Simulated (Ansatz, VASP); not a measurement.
## PtS2: VASP beside Ansatz

```xyz
6
Lattice="3.5415 0.0000 0.0000 -1.7708 3.0671 0.0000 0.0000 0.0000 22.4671" Properties=species:S:1:pos:R:3 pbc="T T T"
S     1.7708    1.0224    4.5000
S     0.0000    2.0447    6.9835
S    -0.2951    2.5559   10.5235
S     1.4756    1.5335   13.0071
Pt    0.0000    0.0000    5.7418
Pt    1.4756    3.5782   11.7653
```

Alike in both runs: task single point; functional PBE; dispersion D3(BJ); k mesh 9 × 9 × 1; occupations gaussian, width 0.05 eV; no spin polarisation.

```csv
,VASP,Ansatz
version,VASP 6.6.1,Ansatz 0.2.0
potentials or method,"VASP PAW PBE potentials, release 64 (S, Pt), cutoff 520 eV","scalar-relativistic, plane waves, PAW"
valence electrons in the cell,44,60
```

VASP gave:

```
gap on the k mesh at the Fermi level (eV) : 1.43
least direct gap on the mesh (eV)         : 1.53
rms of the force components (eV/Å)        : 0.029
```

Problem. Estimate Ansatz's values.

Solution. gap on the k mesh at the Fermi level (eV): 1.42; least direct gap on the mesh (eV): 1.52; rms of the force components (eV/Å): 0.020.

VASP's potentials hold 44 valence electrons a cell and Ansatz's 60, so a difference there can come from the potentials and not from the codes.

Spin-orbit coupling is off throughout.
